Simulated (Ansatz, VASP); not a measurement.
# One calculation of Ga, two programs

File INCAR:

```
PREC     = Accurate       # precision mode
ENCUT    = 400            # plane-wave cutoff, eV
EDIFF    = 1E-8           # SCF threshold, eV
ISMEAR   = -1             # smearing method
SIGMA    = 0.05           # smearing width, eV
LREAL    = False          # projectors in reciprocal space
LASPH    = True           # aspherical terms in the spheres
NELM     = 120            # most SCF steps
ALGO     = Normal         # electronic algorithm
ISIF     = 2              # what is computed and relaxed
LWAVE    = False          # write WAVECAR
LCHARG   = False          # write CHGCAR
GGA      = CA             # functional
LEFG     = True         
NBANDS   = 20             # bands
GGA_COMPAT= False
```

The input KPOINTS:

```
regular mesh
0
Gamma
  11 11 9
```

File POSCAR:

```
Ga
1.0
    1.3830000000     -4.0265000000      0.0000000000
    1.3830000000      4.0265000000      0.0000000000
   -0.1174474948      0.0000000000      3.3299294416
Ga
2
Direct
    0.8847200000      0.1152800000      0.2200000000
    0.1152800000      0.8847200000      0.7800000000
```

Input for Ansatz:

```yaml
crystal:
  lattice:
    - [1.383, -4.0265, 0.0]
    - [1.383, 4.0265, 0.0]
    - [-0.1174474948, 0.0, 3.3299294416]
  atoms:
    - { symbol: Ga, position: [0.88472, 0.11528, 0.22] }
    - { symbol: Ga, position: [0.11528, 0.88472, 0.78] }
kpoints:
  mp_grid: { grid: [11, 11, 9] }
scf:
  occupations: { method: fermi_dirac, width: 0.05 }
hamiltonian:
  xc: lda
  pseudopotentials: { kind: paw }
output:
  forces: true
  stress: true
  eigenvalues: true
  efg: { contact_densities: true }
  populations: true
```

Change from the starting cell: shortest bond scaled by 0.88, PAW files.

Alike in both runs: task electric field gradients; functional LDA; k mesh 11 × 11 × 9; occupations fermi-dirac, width 0.05 eV; no spin polarisation.

```csv
,VASP,Ansatz
version,VASP 6.6.1,Ansatz 0.2.0
potentials or method,"VASP PAW LDA potentials, release 64 (Ga_d)","PAW with Ansatz's default frozen-core files, scalar-relativistic"
plane-wave cutoff (eV),400,420
valence electrons in the cell,26,26
```

VASP gave:

| Property | Result |
| --- | --- |
| rms of the force components (eV/Å) | 0.916 |
| size of Vzz on the site where it differs most (V/Å²) | 27.3 |

Question: Estimate Ansatz's values.

Answer: rms of the force components (eV/Å): 0.903; size of Vzz on the site where it differs most (V/Å²): 25.8.

LDA's correlation is that of Perdew and Zunger in VASP and of Perdew and Wang (1992) in Ansatz. Atom by atom the forces differ by 0.013 eV/Å (rms over components).
